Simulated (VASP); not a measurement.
Set up this calculation in VASP 6.6.1, as the native input.

```yaml
Task: single point
Functional: PBE
Potentials_or_basis: VASP PAW PBE potentials, release 64 (Ge_d)
Cutoff: 520 eV
k_mesh: 19 × 19 × 11
Occupations: fermi-dirac, width 0.1 eV
Spin: no spin polarisation
Dipole_correction: no
Further_INCAR_settings: ALGO = Normal; EDIFF = 1e-06; NBANDS = 21
```

The structure of Ge lies in POSCAR:

```
Ge
1.0
    2.2537837228      0.0000000000      0.0000000000
   -1.1268918614      1.9518339586      0.0000000000
    0.0000000000      0.0000000000      3.6966231987
Ge
2
Direct
    0.3333333333      0.6666666667      0.2500000000
    0.6666666667      0.3333333333      0.7500000000
```

The input as run:

INCAR

```
PREC = Accurate
ENCUT = 520
EDIFF = 1E-6
ISMEAR = -1
SIGMA = 0.1
LREAL = False
LASPH = True
NELM = 100
ALGO = Normal
ISIF = 2
LWAVE = False
LCHARG = False
GGA = PE
NBANDS = 21
```

KPOINTS

```
Automatic mesh
0
Gamma
  19 19 11
```

Potentials or basis: VASP PAW PBE potentials, release 64 (Ge_d).

Command:

```bash
$ cat potpaw_PBE.64/Ge_d/POTCAR > POTCAR
$ mpirun -np 1 vasp_std > vasp.out
```

Results of the run:

- Pressure: 392.0 GPa
- Band gap on the k mesh: zero (band 14 reaches 35.26 eV, above the bottom of band 15 at 15.84 eV)

Wall time 65 s on 1 thread of Intel(R) Xeon(R) Platinum 8488C (Sapphire Rapids), with other jobs on the host, peak memory 0.17 GiB.
